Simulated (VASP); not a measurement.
# MgS (I-4m2) in VASP: further runs

The runs below take MgS through single point, with LDA.

Program: VASP 6.6.1. These are calculated values, not measurements. Logs are shortened: lines on timing, memory, paths and dates and some standing lists are left out, and cuts for length are marked.

## (1) The cell of the first run

Symmetry: I-4m2, No. 119, tetragonal system. The conventional cell has a = 3.886 Å, b = 3.886 Å, c = 5.836 Å, α = 90.00°, β = 90.00°, γ = 90.00°. Within 3.2 Å of Mg (site symmetry -4m2) lie 4 S at 2.43 Å. S (site symmetry -4m2) has 4 Mg at 2.43 Å within 3.2 Å.

## (2) Single point, LDA (strain -0.030 along x and y, +0.030 along z)

INCAR

```
SYSTEM = MgS
ALGO     = Normal         ! electronic algorithm
EDIFF    = 1E-6           ! SCF threshold, eV
ENCUT    = 520            ! plane-wave cutoff, eV
GGA      = CA             ! functional
ISIF     = 2              ! what is computed and relaxed
ISMEAR   = 0              ! smearing method
LASPH    = .TRUE.         ! aspherical terms in the spheres
LCHARG   = .TRUE.         ! write CHGCAR
LELF     = .TRUE.         ! ELF
LREAL    = .FALSE.        ! projectors in reciprocal space
LVHAR    = .TRUE.       
LWAVE    = .FALSE.        ! write WAVECAR
NBANDS   = 11             ! bands
NELM     = 80             ! most SCF steps
PREC     = Accurate       ! precision mode
SIGMA    = 0.05           ! smearing width, eV
```

KPOINTS

```
k-points
0
G
  8 8 8
  0 0 0
```

POSCAR

```
MgS
1.0
    0.0000000000      2.7481264454      2.9181136482
    2.7481264454      0.0000000000      2.9181136482
    2.7481264454      2.7481264454      0.0000000000
Mg S
1 1
Direct
    0.0000000000      0.0000000000      0.0000000000
    0.7500000000      0.7500000000      0.7500000000
```

Potentials or basis: VASP PAW LDA potentials, release 64 (Mg, S).

The run is started by

```
$ cat potpaw_LDA.64/Mg/POTCAR potpaw_LDA.64/S/POTCAR > POTCAR
$ mpirun -np 1 vasp_std > vasp.out
```

OUTCAR:

```text
SYSTEM = MgS
   EDIFF = 1E-6
   ENCUT = 520
   GGA = CA
   ISIF = 2
   ISMEAR = 0
   LASPH = .TRUE.
   LREAL = .FALSE.
   NELM = 80
   PREC = Accurate

 ion  position               nearest neighbor table
   1  0.000  0.000  0.000-   2 2.43   2 2.43   2 2.43   2 2.43
   2  0.750  0.750  0.750-   1 2.43   1 2.43   1 2.43   1 2.43

  LATTYP: Found a body centered tetragonal cell.
 ALAT       =     3.8864376902
 C/A-ratio  =     1.5016906899

  Lattice vectors:

 A1 = (  -2.7481264454,   0.0000000000,   2.9181136482)
 A2 = (   2.7481264454,   0.0000000000,   2.9181136482)
 A3 = (   0.0000000000,   2.7481264454,  -2.9181136482)

Analysis of symmetry for initial positions (statically):
=====================================================================
 Subroutine PRICEL returns:
 Original cell was already a primitive cell.

 Routine SETGRP: Setting up the symmetry group for a
 body centered tetragonal supercell.

 Subroutine GETGRP returns: Found  8 space group operations
 (whereof  8 operations were pure point group operations)
 out of a pool of 16 trial point group operations.

The static configuration has the point symmetry D_2d.

Analysis of symmetry for dynamics (positions and initial velocities):
=====================================================================
 Subroutine PRICEL returns:
 Original cell was already a primitive cell.

 Routine SETGRP: Setting up the symmetry group for a
 body centered tetragonal supercell.

 Subroutine GETGRP returns: Found  8 space group operations
 (whereof  8 operations were pure point group operations)
 out of a pool of 16 trial point group operations.

The dynamic configuration has the point symmetry D_2d.

 Subroutine INISYM returns: Found  8 space group operations
 (whereof  8 operations are pure point group operations),
 and found     1 'primitive' translations

----------------------------------------------------------------------------------------

                                     Primitive cell

  volume of cell :      44.0763

  direct lattice vectors                    reciprocal lattice vectors
     0.000000000  2.748126445  2.918113648    -0.181942138  0.181942138  0.171343567
     2.748126445  0.000000000  2.918113648     0.181942138 -0.181942138  0.171343567
     2.748126445  2.748126445  0.000000000     0.181942138  0.181942138 -0.171343567

  length of vectors
     4.008439375  4.008439375  3.886437690     0.309135085  0.309135085  0.309135085

  position of ions in fractional coordinates (direct lattice)
     0.000000000  0.000000000  0.000000000
     0.750000000  0.750000000  0.750000000

  ion indices of the primitive-cell ions
   primitive index   ion index
                 1           1
                 2           2

----------------------------------------------------------------------------------------

 KPOINTS: k-points

Automatic generation of k-mesh.
 Grid dimensions read from file:
 generate k-points for:    8    8    8

 Generating k-lattice:

  Cartesian coordinates                     Fractional coordinates (reciprocal lattice)
    -0.022742767  0.022742767  0.021417946     0.125000000  0.000000000  0.000000000
     0.022742767 -0.022742767  0.021417946     0.000000000  0.125000000  0.000000000
     0.022742767  0.022742767 -0.021417946     0.000000000  0.000000000  0.125000000

  Length of vectors
     0.038641886  0.038641886  0.038641886

  Shift w.r.t. Gamma in fractional coordinates (k-lattice)
     0.000000000  0.000000000  0.000000000

 Subroutine IBZKPT returns following result:
 ===========================================

 Found     59 irreducible k-points:

 Following reciprocal coordinates:
            Coordinates               Weight
  0.000000  0.000000  0.000000      1.000000
  0.125000  0.000000  0.000000      8.000000
  0.250000  0.000000  0.000000      8.000000
  0.375000  0.000000  0.000000      8.000000
  0.500000  0.000000  0.000000      4.000000
  0.125000  0.125000  0.000000      2.000000
[... 16 lines left out ...]
  0.250000  0.000000  0.125000     16.000000
  0.375000 -0.000000  0.125000     16.000000
 [... further k-points ...]
   k-points           NKPTS =     59   k-points in BZ     NKDIM =     59   number of bands    NBANDS=     11
   number of dos      NEDOS =    301   number of ions     NIONS =      2
   total plane-waves  NPLWV =  27000
   dimension x,y,z NGX =    30 NGY =   30 NGZ =   30
   dimension x,y,z NGXF=    60 NGYF=   60 NGZF=   60
   ions per type =               1   1
   NGX,Y,Z   is equivalent  to a cutoff of  12.44, 12.44, 12.83 a.u.
   NGXF,Y,Z  is equivalent  to a cutoff of  24.88, 24.88, 25.67 a.u.
 SYSTEM =  MgS
   PREC   = accura    normal or accurate (medium, high low for compatibility)
   ISTART =      0    job   : 0-new  1-cont  2-samecut
   ICHARG =      2    charge: 1-file 2-atom 10-const
   ISPIN  =      1    spin polarized calculation?
   LNONCOLLINEAR =      F non collinear calculations
   LSORBIT =      F    spin-orbit coupling
   LASPH  =      T    aspherical Exc in radial PAW
   ENCUT  =  520.0 eV  38.22 Ry    6.18 a.u.   7.45  7.45  7.23*2*pi/ulx,y,z
   NELM   =     80;   NELMIN=  2; NELMDL= -5     # of ELM steps
   EDIFF  = 0.1E-05   stopping-criterion for ELM
   LREAL  =      F    real-space projection
   EDIFFG = 0.1E-04   stopping-criterion for IOM
   NSW    =      0    number of steps for IOM
   IBRION =     -1    ionic relax: 0-MD 1-quasi-New 2-CG
   NFREE  =      0    steps in history (QN), initial steepest desc. (CG)
   ISIF   =      2    stress and relaxation
   ISYM   =      2    0-nonsym 1-usesym 2-fastsym
   POTIM  = 0.5000    time-step for ionic-motion
   TEBEG  =    0.0;   TEEND  =   0.0 temperature during run
   PSTRESS=    0.0 pullay stress
   NELECT =       8.0000    total number of electrons
   NUPDOWN=      -1.0000    fix difference up-down
   EMIN   =  10.00;   EMAX   =-10.00  energy-range for DOS
   EFERMI =   0.00;   METHOD = LEGACY
   ISMEAR =     0;   SIGMA  =   0.05  broadening in eV -4-tet -1-fermi 0-gaus
   EFERMI_NEDOS =   21; number of points for ismear=-14 and -15
   IALGO  =     38    algorithm
   IMIX   =      4    mixing-type and parameters
     AMIX     =   0.40;   BMIX     =  1.00
     AMIX_MAG =   1.60;   BMIX_MAG =  1.00
  volume/ion in A,a.u.               =      22.04       148.72
  Fermi-wavevector in a.u.,A,eV,Ry     =   0.926907  1.751601 11.689542  0.859157
  Thomas-Fermi vector in A             =   2.052920
   LORBIT       =      0    0 simple, 1 ext, 2 COOP (PROOUT), +10 PAW based schemes
   GGA     = CA    functional components
   LHFCALC =     F    Hartree Fock is set to
   AEXX    =    0.0000 exact exchange contribution
   IVDW    =     0    specifies the selected vdW correction
   LEPSILON=     F    determine dielectric tensor
   LRPA    =     F    only Hartree local field effects (RPA)
 non-spin polarized calculation
 Gauss-broadening in eV      SIGMA  =   0.05
  energy-cutoff  :      520.00
  volume of cell :       44.08
 maximum number of plane-waves:      1203
 NGX is ok and might be reduce to    30
   NGX = 15   NGY = 15   NGZ = 15

 number of electron       8.0000000 magnetization

 Free energy of the ion-electron system (eV)
  ---------------------------------------------------
  ext. energy  EPLUGINS =         0.00000000
  ---------------------------------------------------
  free energy    TOTEN  =        -9.38492439 eV

  energy without entropy =       -9.38492439  energy(sigma->0) =       -9.38492439

 E-fermi :   1.4105     XC(G=0):  -8.8743

 val. band max:        1.1486528165   @ k =   0.0000   0.0000   0.0000
 cond. band min:       4.4096860992   @ k =   0.0000   0.0000   0.0000
 fundamental gap:      3.2610332827
 Fermi energy:         1.4105304533

 k-point     1 :       0.0000    0.0000    0.0000
  band No.  band energies     occupation
      1     -10.2506      2.00000
      2       0.9686      2.00000
      3       1.1487      2.00000
      4       1.1487      2.00000
      5       4.4097      0.00000
      6       8.9032      0.00000
      7       8.9592      0.00000
      8       8.9592      0.00000
      9      11.3168      0.00000
     10      12.4137      0.00000
     11      13.9659      0.00000

 k-point     2 :       0.1250    0.0000    0.0000
  band No.  band energies     occupation
      1     -10.1556      2.00000
      2       0.3530      2.00000
      3       0.9599      2.00000
      4       1.1089      2.00000
      5       5.0997      0.00000
      6       8.7178      0.00000
      7       9.0886      0.00000
      8       9.1621      0.00000
      9      10.9508      0.00000
     10      11.8137      0.00000
     11      14.0574      0.00000

 k-point     3 :       0.2500    0.0000    0.0000
  band No.  band energies     occupation
      1      -9.9084      2.00000
      2      -0.8772      2.00000
      3       0.7884      2.00000
      4       1.0193      2.00000
      5       5.9375      0.00000
      6       8.6400      0.00000
      7       9.0787      0.00000
      8       9.3489      0.00000
      9      11.3318      0.00000
     10      11.5672      0.00000
     11      13.2858      0.00000

 k-point     4 :       0.3750    0.0000    0.0000
  band No.  band energies     occupation
      1      -9.6291      2.00000
      2      -1.8535      2.00000
      3       0.6376      2.00000
      4       0.9378      2.00000
      5       6.0519      0.00000
      6       8.5062      0.00000
      7       9.0597      0.00000
      8       9.4041      0.00000
      9      12.6803      0.00000
     10      12.7377      0.00000
     11      13.4245      0.00000

 k-point     5 :       0.5000    0.0000    0.0000
  band No.  band energies     occupation
      1      -9.5013      2.00000
      2      -2.2260      2.00000
      3       0.5791      2.00000
      4       0.9062      2.00000
      5       5.9962      0.00000
      6       8.3745      0.00000
      7       8.8896      0.00000
      8       9.6084      0.00000
      9      13.7982      0.00000
     10      14.0630      0.00000
     11      14.5254      0.00000
[... 211 lines left out ...]
 k-point    21 :       0.5000    0.5000    0.0000
  band No.  band energies     occupation
      1      -9.3338      2.00000
      2      -2.0723      2.00000
      3       0.1958      2.00000
      4       0.1958      2.00000
      5       4.8321      0.00000
      6       6.8459      0.00000
      7      11.7654      0.00000
      8      13.4925      0.00000
      9      13.4925      0.00000
     10      14.9263      0.00000
     11      14.9263      0.00000

 k-point    22 :       0.1250    0.0000    0.1250
  band No.  band energies     occupation
      1     -10.1190      2.00000
      2       0.4054      2.00000
      3       0.7858      2.00000
      4       0.9205      2.00000
      5       5.3570      0.00000
      6       8.3550      0.00000
      7       9.2413      0.00000
      8       9.4650      0.00000
      9      10.6729      0.00000
     10      11.8413      0.00000
     11      14.5650      0.00000

 k-point    23 :       0.2500    0.0000    0.1250
  band No.  band energies     occupation
      1      -9.9183      2.00000
      2      -0.5516      2.00000
      3       0.6276      2.00000
      4       0.7975      2.00000
      5       6.1431      0.00000
      6       8.0583      0.00000
      7       9.2128      0.00000
      8       9.6042      0.00000
      9      10.6298      0.00000
     10      12.1234      0.00000
     11      14.4580      0.00000

 k-point    24 :       0.3750   -0.0000    0.1250
  band No.  band energies     occupation
      1      -9.6455      2.00000
      2      -1.5332      2.00000
      3       0.4648      2.00000
      4       0.6608      2.00000
      5       6.4280      0.00000
      6       8.2412      0.00000
      7       8.9426      0.00000
      8       9.3416      0.00000
      9      11.8126      0.00000
     10      13.3164      0.00000
     11      14.2117      0.00000

 [... further k-points ...]

------------------------ aborting loop because EDIFF is reached ----------------------------------------

  FORCE on cell =-STRESS in cart. coord.  units (eV):
  Direction    XX          YY          ZZ          XY          YZ          ZX
  --------------------------------------------------------------------------------------
  -------------------------------------------------------------------------------------
  Total       -0.1081332     -0.1081332     -0.5168038      0.0000000      0.0000000      0.0000000
  in kB       -3.9306480     -3.9306480    -18.7858424      0.0000000      0.0000000      0.0000000
  external PRESSURE =      -8.8823795 kB  Pullay stress =       0.0000000 kB

 VOLUME and BASIS-vectors are now :
 -----------------------------------------------------------------------------
  energy-cutoff  :      520.00
  volume of cell :       44.08
      direct lattice vectors                 reciprocal lattice vectors
     0.000000000  2.748126445  2.918113648    -0.181942138  0.181942138  0.171343567
     2.748126445  0.000000000  2.918113648     0.181942138 -0.181942138  0.171343567
     2.748126445  2.748126445  0.000000000     0.181942138  0.181942138 -0.171343567

 POSITION                                       TOTAL-FORCE (eV/Angst)
 -----------------------------------------------------------------------------------
      0.00000      0.00000      0.00000         0.000000      0.000000      0.000000
      4.12219      4.12219      4.37717        -0.000000     -0.000000      0.000000
 -----------------------------------------------------------------------------------
    total drift:                               -0.000000     -0.000000     -0.000000

  FREE ENERGIE OF THE ION-ELECTRON SYSTEM (eV)
  ---------------------------------------------------
  free  energy   TOTEN  =        -9.3849243903 eV

  energy  without entropy=       -9.3849243903  energy(sigma->0) =       -9.38492439
```

It took 31 s on 1 thread of AMD EPYC 7R13, shared host; peak memory 0.13 GiB.

Results:

```
Free energy            : -9.3849 eV
Pressure               : -0.9 GPa
Band gap on the k mesh : 3.26 eV, direct
```

Levels at points of the mesh, in eV from the valence-band top:
```csv
k point,band 1,band 2,band 3,band 4,band 5,band 6,band 7,band 8
"(0.00, 0.00, 0.00)",-11.40,-0.18,0.00,0.00,3.26,7.75,7.81,7.81
"(0.50, 0.00, 0.00)",-10.65,-3.37,-0.57,-0.24,4.85,7.23,7.74,8.46
"(0.50, 0.50, 0.00)",-10.48,-3.22,-0.95,-0.95,3.68,5.70,10.62,12.34
"(0.50, 0.00, 0.50)",-10.37,-2.93,-1.26,-1.23,3.53,5.26,11.29,11.47
```

Caveat: the cell differs from its parent crystal (strain -0.030 along x and y, +0.030 along z).

[end of part 1 of 3]
